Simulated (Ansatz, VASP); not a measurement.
## LuTl2ClO4: VASP beside Ansatz

The input POSCAR:

```
LuTl2ClO4
1.0
    3.7709100000      0.0000000000      0.0000000000
    0.0000000000      3.7709100000      0.0000000000
    0.0000000000      0.0000000000      8.7348770000
Cl Lu O Tl
1 1 4 2
Direct
    0.0000000000      0.0000000000      0.5000000000
    0.0000000000      0.0000000000      0.0000000000
    0.5000000000      0.0000000000      0.8480000000
    0.0000000000      0.5000000000      0.8480000000
    0.5000000000      0.0000000000      0.1520000000
    0.0000000000      0.5000000000      0.1520000000
    0.5000000000      0.5000000000      0.7193000000
    0.5000000000      0.5000000000      0.2807000000
```

INCAR.step1

```
ALGO = Normal ; EDIFF = 1E-4
ENCUT = 520 ; GGA = PE
ISMEAR = -1 ; LASPH = T
LCHARG = F ; LREAL = F
LWAVE = T ; NBANDS = 51
NELM = 100 ; PREC = Accurate
SIGMA = 0.0261
```

Contents of INCAR.step2:

```
ALGO = Normal ; EDIFF = 1E-6
ENCUT = 520 ; ISIF = 2
ISMEAR = -1 ; ISTART = 1
LASPH = T ; LCHARG = T
LELF = T ; LMIXTAU = T
LREAL = F ; LVHAR = T
LWAVE = F ; METAGGA = R2SCAN
NBANDS = 51 ; NELM = 100
PREC = Accurate ; SIGMA = 0.0261
```

Contents of KPOINTS:

```
k-points
0
Gamma
  9 9 4
```

Input for Ansatz:

```yaml
crystal:
  lattice:
    - [3.77091, 0.0, 0.0]
    - [0.0, 3.77091, 0.0]
    - [0.0, 0.0, 8.734877]
  atoms:
    - { symbol: Cl, position: [0.0, 0.0, 0.5] }
    - { symbol: Lu, position: [0.0, 0.0, 0.0] }
    - { symbol: O, position: [0.5, 0.0, 0.848] }
    - { symbol: O, position: [0.0, 0.5, 0.848] }
    - { symbol: O, position: [0.5, 0.0, 0.152] }
    - { symbol: O, position: [0.0, 0.5, 0.152] }
    - { symbol: Tl, position: [0.5, 0.5, 0.7193] }
    - { symbol: Tl, position: [0.5, 0.5, 0.2807] }
  symmetry: { tolerance: 0.0003 }
kpoints:
  mp_grid: { grid: [9, 9, 4], shift: [0, 0, 0] }
  band_path:
    path:
      - [0.0, 0.0, 0.0]
      - [0.0, 0.5, 0.0]
      - [0.5, 0.5, 0.0]
      - [0.0, 0.0, 0.0]
      - [0.0, 0.0, 0.5]
      - [0.0, 0.5, 0.5]
      - [0.5, 0.5, 0.5]
      - [0.0, 0.0, 0.5]
      - [0.0, 0.5, 0.0]
      - [0.0, 0.5, 0.5]
      - [0.5, 0.5, 0.0]
    npoints: 6
magnetization:
  spin_polarized: false
scf:
  occupations: { method: fermi_dirac, width: 0.0261 }
  lower_state_search: "off"
  max_iter: 200
hamiltonian:
  pseudopotentials: { kind: paw }
  xc: r2scan
basis:
  ecutwfc: 500
  fft_grid_basis: typed
output:
  forces: true
  stress: true
  eigenvalues: true
  bader: true
  populations: true
  elf: true
  write_potential: true
  volumetric_format: npy
  dos:
    e_range: [-12, 8]
    de: 0.05
    projected: { site_lists: { Cl: [Cl], Lu: [Lu], O: [O], Tl: [Tl] } }
checkpoint:
  read: saved_state
```

Alike in both runs: task single point; functional r2SCAN; k mesh 9 × 9 × 4; occupations fermi-dirac, width 0.0261 eV; no spin polarisation.

```csv
,VASP,Ansatz
version,VASP 6.6.1,Ansatz 0.2.0
potentials or method,"VASP PAW PBE potentials, release 64 (Cl, Lu, O, Tl_d), cutoff 520 eV",PAW plane waves
valence electrons in the cell,82,82
```

```csv
,VASP,Ansatz,Ansatz less VASP
pressure (GPa),4.3,3.5,-0.76
"traceless stress, the component that is largest in VASP (GPa)",-6.05,-5.87,+0.182
rms of the force components (eV/Å),0.179,0.211,+0.0314
```

VASP's potentials were made for PBE, not for r2SCAN. Atom by atom the forces differ by 0.041 eV/Å (rms over components). The functional is the same, so the differences come from potentials, cutoffs and numerics.

Spin-orbit coupling is off throughout.
